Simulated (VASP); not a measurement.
# Si2Ge (P-3m1) in VASP: notebook

The runs below take Si2Ge through single point, relaxation of cell and atoms, with PBE.

Program: VASP 6.6.1. These are calculated values, not measurements. Logs are shortened: lines on timing, memory, paths and dates and some standing lists are left out, and cuts for length are marked.

### Step 1. The cell of the first run

It takes space group P-3m1 (No. 164, trigonal). The conventional cell has a = 3.933 Å, b = 3.933 Å, c = 9.599 Å, α = 90.00°, β = 90.00°, γ = 120.00°. Within 3.1 Å of Si (site symmetry 3m) lie 1 Si at 2.35 Å and 3 Ge at 2.41 Å. Within 3.2 Å of Si (site symmetry 3m) lie 3 Si at 2.39 Å and 1 Ge at 2.43 Å. Within 3.2 Å of Ge (site symmetry 3m) lie 4 Si at 2.41 to 2.43 Å.

### Step 2. Single point, PBE

INCAR

```
SYSTEM = Si2Ge
ALGO = Normal
EDIFF = 1E-6
ENCUT = 520
GGA = PE
ISIF = 2
ISMEAR = 0
LASPH = .True.
LCHARG = .False.
LREAL = .False.
LWAVE = .False.
NBANDS = 31
NELM = 60
PREC = Accurate
SIGMA = 0.2
```

KPOINTS

```
k-points
0
Gamma
  5 5 2
  0 0 0
```

POSCAR

```
Si2Ge
1.0
    3.9329323723      0.0000000000      0.0000000000
   -1.9664661861      3.4060193457      0.0000000000
    0.0000000000      0.0000000000      9.5993680696
Si Ge
4 2
Direct
    0.0000000000      0.0000000000      0.8774509608
    0.0000000000      0.0000000000      0.1225490392
    0.3333333333      0.6666666667      0.5393517187
    0.6666666667      0.3333333333      0.4606482813
    0.3333333333      0.6666666667      0.7922491179
    0.6666666667      0.3333333333      0.2077508821
```

Potentials or basis: VASP PAW PBE potentials, release 64 (Si, Ge_d).

Started as:

```bash
$ cat potpaw_PBE.64/Si/POTCAR potpaw_PBE.64/Ge_d/POTCAR > POTCAR
$ mpirun -np 1 vasp_std > vasp.out
```

OUTCAR:

```text
SYSTEM = Si2Ge
   EDIFF = 1E-6
   ENCUT = 520
   GGA = PE
   ISIF = 2
   ISMEAR = 0
   LASPH = .True.
   LREAL = .False.
   NELM = 60
   PREC = Accurate

 ion  position               nearest neighbor table
   1  0.000  0.000  0.877-   2 2.35   5 2.41   5 2.41   5 2.41
   2  0.000  0.000  0.123-   1 2.35   6 2.41   6 2.41   6 2.41
   3  0.333  0.667  0.539-   4 2.39   4 2.39   4 2.39   5 2.43
   4  0.667  0.333  0.461-   3 2.39   3 2.39   3 2.39   6 2.43
   5  0.333  0.667  0.792-   1 2.41   1 2.41   1 2.41   3 2.43
   6  0.667  0.333  0.208-   2 2.41   2 2.41   2 2.41   4 2.43

  LATTYP: Found a hexagonal cell.
 ALAT       =     3.9329323723
 C/A-ratio  =     2.4407661157

  Lattice vectors:

 A1 = (   3.9329323723,   0.0000000000,   0.0000000000)
 A2 = (  -1.9664661861,   3.4060193457,   0.0000000000)
 A3 = (   0.0000000000,   0.0000000000,   9.5993680696)

Analysis of symmetry for initial positions (statically):
=====================================================================
 Subroutine PRICEL returns:
 Original cell was already a primitive cell.

 Routine SETGRP: Setting up the symmetry group for a
 hexagonal supercell.

 Subroutine GETGRP returns: Found 12 space group operations
 (whereof 12 operations were pure point group operations)
 out of a pool of 24 trial point group operations.

The static configuration has the point symmetry D_3d.

Analysis of symmetry for dynamics (positions and initial velocities):
=====================================================================
 Subroutine PRICEL returns:
 Original cell was already a primitive cell.

 Routine SETGRP: Setting up the symmetry group for a
 hexagonal supercell.

 Subroutine GETGRP returns: Found 12 space group operations
 (whereof 12 operations were pure point group operations)
 out of a pool of 24 trial point group operations.

The dynamic configuration has the point symmetry D_3d.

 Subroutine INISYM returns: Found 12 space group operations
 (whereof 12 operations are pure point group operations),
 and found     1 'primitive' translations

----------------------------------------------------------------------------------------

                                     Primitive cell

  volume of cell :     128.5897

  direct lattice vectors                    reciprocal lattice vectors
[... 75 lines left out ...]
   LNONCOLLINEAR =      F non collinear calculations
   LSORBIT =      F    spin-orbit coupling
   LASPH  =      T    aspherical Exc in radial PAW
   ENCUT  =  520.0 eV  38.22 Ry    6.18 a.u.   7.31  7.31 17.85*2*pi/ulx,y,z
   NELM   =     60;   NELMIN=  2; NELMDL= -5     # of ELM steps
   EDIFF  = 0.1E-05   stopping-criterion for ELM
   LREAL  =      F    real-space projection
[... 7 lines left out ...]
   TEBEG  =    0.0;   TEEND  =   0.0 temperature during run
   PSTRESS=    0.0 pullay stress
   NELECT =      44.0000    total number of electrons
   NUPDOWN=      -1.0000    fix difference up-down
   EMIN   =  10.00;   EMAX   =-10.00  energy-range for DOS
   EFERMI =   0.00;   METHOD = LEGACY
   ISMEAR =     0;   SIGMA  =   0.20  broadening in eV -4-tet -1-fermi 0-gaus
   EFERMI_NEDOS =   21; number of points for ismear=-14 and -15
   IALGO  =     38    algorithm
   IMIX   =      4    mixing-type and parameters
     AMIX     =   0.40;   BMIX     =  1.00
     AMIX_MAG =   1.60;   BMIX_MAG =  1.00
  volume/ion in A,a.u.               =      21.43       144.63
  Fermi-wavevector in a.u.,A,eV,Ry     =   1.145048  2.163827 17.839070  1.311135
  Thomas-Fermi vector in A             =   2.281738
   LORBIT       =      0    0 simple, 1 ext, 2 COOP (PROOUT), +10 PAW based schemes
   GGA     = PE    functional components
   LHFCALC =     F    Hartree Fock is set to
   AEXX    =    0.0000 exact exchange contribution
   IVDW    =     0    specifies the selected vdW correction
   LEPSILON=     F    determine dielectric tensor
   LRPA    =     F    only Hartree local field effects (RPA)
 non-spin polarized calculation
 Gauss-broadening in eV      SIGMA  =   0.20
  energy-cutoff  :      520.00
  volume of cell :      128.59
 maximum number of plane-waves:      3516
 NGX is ok and might be reduce to    30
   NGX = 15   NGY = 15   NGZ = 35

 number of electron      43.9999989 magnetization

 Free energy of the ion-electron system (eV)
  ---------------------------------------------------
  ext. energy  EPLUGINS =         0.00000000
  ---------------------------------------------------
  free energy    TOTEN  =       -30.52016679 eV

  energy without entropy =      -30.51958952  energy(sigma->0) =      -30.51987816

 E-fermi :   5.6489     XC(G=0):  -9.4878

 val. band max:        5.2959749969   @ k =   0.0000   0.0000   0.0000
 cond. band min:       6.0401627736   @ k =   0.4000   0.0000   0.0000
 fundamental gap:      0.7441877767
 Fermi energy:         5.6488987868

 k-point     1 :       0.0000    0.0000    0.0000
  band No.  band energies     occupation
      1     -18.9525      2.00000
      2     -18.9520      2.00000
      3     -18.9451      2.00000
      4     -18.9451      2.00000
      5     -18.9449      2.00000
      6     -18.9449      2.00000
[... 329 lines left out ...]
     30      10.2847      0.00000
     31      10.3854      0.00000

------------------------ aborting loop because EDIFF is reached ----------------------------------------

  FORCE on cell =-STRESS in cart. coord.  units (eV):
  Direction    XX          YY          ZZ          XY          YZ          ZX
  --------------------------------------------------------------------------------------
  -------------------------------------------------------------------------------------
  Total       -0.0383950     -0.0383950     -0.1723352     -0.0000000      0.0000000      0.0000000
  in kB       -0.4783863     -0.4783863     -2.1472288     -0.0000000      0.0000000      0.0000000
  external PRESSURE =      -1.0346671 kB  Pullay stress =       0.0000000 kB

 VOLUME and BASIS-vectors are now :
 -----------------------------------------------------------------------------
  energy-cutoff  :      520.00
  volume of cell :      128.59
      direct lattice vectors                 reciprocal lattice vectors
     3.932932372  0.000000000  0.000000000     0.254263208  0.146798931  0.000000000
    -1.966466186  3.406019346  0.000000000     0.000000000  0.293597863  0.000000000
     0.000000000  0.000000000  9.599368070     0.000000000  0.000000000  0.104173524

 POSITION                                       TOTAL-FORCE (eV/Angst)
 -----------------------------------------------------------------------------------
      0.00000      0.00000      8.42297        -0.000000     -0.000000     -0.030911
      0.00000      0.00000      1.17639         0.000000      0.000000      0.030911
     -0.00000      2.27068      5.17744         0.000000      0.000000     -0.010408
      1.96647      1.13534      4.42193        -0.000000     -0.000000      0.010408
     -0.00000      2.27068      7.60509         0.000000     -0.000000      0.009751
      1.96647      1.13534      1.99428        -0.000000      0.000000     -0.009751
 -----------------------------------------------------------------------------------
    total drift:                                0.000000     -0.000000      0.000000

  FREE ENERGIE OF THE ION-ELECTRON SYSTEM (eV)
  ---------------------------------------------------
  free  energy   TOTEN  =       -30.5201667880 eV

  energy  without entropy=      -30.5195895223  energy(sigma->0) =      -30.51987816
```

OSZICAR:

```text
N       E                     dE             d eps       ncg     rms          rms(c)
DAV:   1     0.338520865275E+03    0.33852E+03   -0.20283E+04   762   0.251E+03
DAV:   2     0.249688946322E+02   -0.31355E+03   -0.29856E+03   620   0.704E+02
DAV:   3    -0.281456144082E+02   -0.53115E+02   -0.52237E+02   748   0.152E+02
DAV:   4    -0.308600009723E+02   -0.27144E+01   -0.27080E+01   785   0.391E+01
DAV:   5    -0.309288428445E+02   -0.68842E-01   -0.68832E-01   746   0.660E+00    0.727E+00
DAV:   6    -0.306470400391E+02    0.28180E+00   -0.16051E-01   747   0.228E+00    0.438E+00
DAV:   7    -0.305150886862E+02    0.13195E+00   -0.27887E-01   694   0.255E+00    0.283E-01
DAV:   8    -0.305182445000E+02   -0.31558E-02   -0.21376E-02   777   0.121E+00    0.192E-01
DAV:   9    -0.305198354154E+02   -0.15909E-02   -0.23329E-03   684   0.219E-01    0.829E-02
DAV:  10    -0.305200489963E+02   -0.21358E-03   -0.16765E-04   850   0.700E-02    0.492E-02
DAV:  11    -0.305201620070E+02   -0.11301E-03   -0.12981E-04   596   0.488E-02    0.910E-03
DAV:  12    -0.305201654073E+02   -0.34002E-05   -0.76710E-06   721   0.193E-02    0.402E-03
DAV:  13    -0.305201668132E+02   -0.14059E-05   -0.18735E-06   580   0.728E-03    0.183E-03
DAV:  14    -0.305201667880E+02    0.25175E-07   -0.11167E-07   436   0.433E-03
   1 F= -.30520167E+02 E0= -.30519878E+02  d E =-.577266E-03
```

stdout:

```text
POSCAR found type information on POSCAR SiGe
 POSCAR found :  2 types and       6 ions
 scaLAPACK will be used
 LDA part: xc-table for (Slater+PW92), standard interpolation
 POSCAR, INCAR and KPOINTS ok, starting setup
 FFT: planning ... GRIDC
 FFT: planning ... GRID_SOFT
 FFT: planning ... GRID
 WAVECAR not read
 entering main loop
```

Run time: 42 s. Hardware: 1 thread of Intel Xeon 6975P-C, shared host; peak memory 0.24 GiB.

What came out:

* Free energy: -30.5202 eV
* Pressure: -0.1 GPa
* Largest force: 0.031 eV/Å
* Band gap on the k mesh: 0.74 eV, indirect (least direct gap 1.07 eV)

Forces on the atoms (eV/Å):
```
Si   0.000  0.000 -0.031
Si   0.000  0.000  0.031
Si   0.000  0.000 -0.010
Si   0.000  0.000  0.010
Ge   0.000  0.000  0.010
Ge   0.000  0.000 -0.010
```

Stress tensor (GPa, compression positive):
```
-0.05  0.00  0.00
 0.00 -0.05  0.00
 0.00  0.00 -0.21
```

Levels at points of the mesh, in eV from the valence-band top:
```csv
k point,band 18,band 19,band 20,band 21,band 22,band 23,band 24,band 25,band 26,band 27
"(0.00, 0.00, 0.00)",-0.96,-0.96,-0.02,0.00,0.00,1.07,1.24,1.97,2.47,2.47
"(0.00, 0.00, 0.50)",-1.32,-0.58,-0.58,-0.38,-0.38,0.97,1.79,1.80,2.98,2.98
```

### Step 3. Single point, PBE

INCAR

```
PREC = Accurate ; ENCUT = 520
EDIFF = 1E-7 ; ISMEAR = 0
SIGMA = 0.2 ; LREAL = False
LASPH = True ; NELM = 100
ALGO = Normal ; ISIF = 2
LWAVE = False ; LCHARG = False
GGA = PE ; NBANDS = 31
```

KPOINTS

```
Automatic mesh
0
Gamma
  5 5 2
```

POSCAR

```
Si2Ge
1.0
    3.9350038618      0.0000000000      0.0000000000
   -1.9675019309      3.4078133083      0.0000000000
    0.0000000000      0.0000000000      9.5974032119
Si Ge
4 2
Direct
    0.0000000000      0.0000000000      0.8764591776
    0.3333333333      0.6666666667      0.7979436085
    0.0000000000      0.0000000000      0.1235408224
    0.6666666667      0.3333333333      0.2020563915
    0.3333333333      0.6666666667      0.5460300278
    0.6666666667      0.3333333333      0.4539699722
```

Potentials or basis: VASP PAW PBE potentials, release 64 (Si, Ge_d).

Started as:

```bash
$ cat potpaw_PBE.64/Si/POTCAR potpaw_PBE.64/Ge_d/POTCAR > POTCAR
$ mpirun -np 1 vasp_std > vasp.out
```

Run time: 50 s. Hardware: 1 thread of Intel Xeon 6975P-C, shared host; peak memory 0.24 GiB.

Results (log left out):

| Quantity | Value |
| --- | --- |
| Free energy | -30.5193 eV |
| Pressure | 0.0 GPa |
| Largest force | 0.017 eV/Å |
| Band gap on the k mesh | 0.55 eV, indirect (least direct gap 0.90 eV) |

Forces on the atoms (eV/Å):
```
Si   0.000  0.000  0.017
Si   0.000  0.000 -0.010
Si   0.000  0.000 -0.017
Si   0.000  0.000  0.010
Ge   0.000  0.000 -0.014
Ge   0.000  0.000  0.014
```

Levels at points of the mesh, in eV from the valence-band top:
```tsv
k point	band 18	band 19	band 20	band 21	band 22	band 23	band 24	band 25	band 26	band 27
(0.00, 0.00, 0.00)	-1.11	-1.11	-0.13	0.00	0.00	0.90	0.97	1.87	2.28	2.28
(0.00, 0.00, 0.50)	-1.54	-0.88	-0.88	-0.27	-0.27	0.78	1.61	1.72	2.79	2.79
```

A k mesh can miss the band edges.

(Continued in part 2 of 2.)
